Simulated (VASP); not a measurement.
Here is a VASP 6.6.1 calculation.

INCAR

```
PREC     = Accurate       # precision mode
ENCUT    = 520            # plane-wave cutoff, eV
EDIFF    = 1E-6           # SCF threshold, eV
ISMEAR   = 0              # smearing method
SIGMA    = 0.1            # smearing width, eV
LREAL    = False          # projectors in reciprocal space
LASPH    = True           # aspherical terms in the spheres
NELM     = 100            # most SCF steps
ALGO     = Normal         # electronic algorithm
ISIF     = 2              # what is computed and relaxed
LWAVE    = False          # write WAVECAR
LCHARG   = False          # write CHGCAR
GGA      = PE             # functional
NBANDS   = 10             # bands
```

Contents of KPOINTS:

```
regular mesh
0
Gamma
  6 6 4
```

POSCAR

```
Ir
1.0
    2.6272859900      0.0000000000      0.0000000000
    0.0000000000      2.6272859900      0.0000000000
    0.0000000000      0.0000000000      4.2876244900
Ir
1
Direct
    0.0000000000      0.0000000000      0.0000000000
```

Potentials or basis: VASP PAW PBE potentials, release 64 (Ir).

The run is started by

```console
$ cat potpaw_PBE.64/Ir/POTCAR > POTCAR
$ mpirun -np 1 vasp_std > vasp.out
```

(1) What does it give for the pressure?

Results:

(1) -16.7 GPa.

Caveat: the k points lie up to 0.40 Å⁻¹ apart.
